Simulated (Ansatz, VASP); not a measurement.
MoS2 in VASP and in Ansatz

```
CELL_PARAMETERS angstrom
1.58150 0.91308 6.12333
-1.58150 0.91308 6.12333
0.00000 -1.82616 6.12333
ATOMIC_POSITIONS crystal
Mo 0.00000 0.00000 0.00000
S 0.74840 0.74840 0.74840
S 0.58490 0.58490 0.58490
```

Alike in both runs: task single point; functional LDA; k mesh 7 × 7 × 7; occupations gaussian, width 0.05 eV; collinear spin; Hubbard terms Mo d U = 4.0 eV.

|  | VASP | Ansatz |
| --- | --- | --- |
| version | VASP 6.6.1 | Ansatz 0.2.0 |
| potentials or method | VASP PAW LDA potentials, release 64 (Mo_sv, S), cutoff 520 eV | scalar-relativistic, plane waves, PAW |
| valence electrons in the cell | 26 | 26 |

|  | VASP | Ansatz | Ansatz less VASP |
| --- | --- | --- | --- |
| gap on the k mesh at the Fermi level (eV) | 0.91 | 0.85 | -0.062 |
| least direct gap on the mesh (eV) | 2.02 | 1.99 | -0.023 |
| pressure (GPa) | 4.0 | 1.3 | -2.64 |
| traceless stress, the component that is largest in VASP (GPa) | 4.88 | 4.73 | -0.156 |
| rms of the force components (eV/Å) | 0.523 | 0.380 | -0.1435 |
| net moment per atom (μB) | 0.00 | 0.00 | 0.000 |

LDA's correlation is that of Perdew and Zunger in VASP and of Perdew and Wang (1992) in Ansatz. The programs project onto different local orbitals, so the same U acts differently, and such runs can settle in different states. Atom by atom the forces differ by 0.144 eV/Å (rms over components). Ansatz's warnings: seeded moment not kept, specified occupation not kept, symmetry narrowed by occupation matrices.
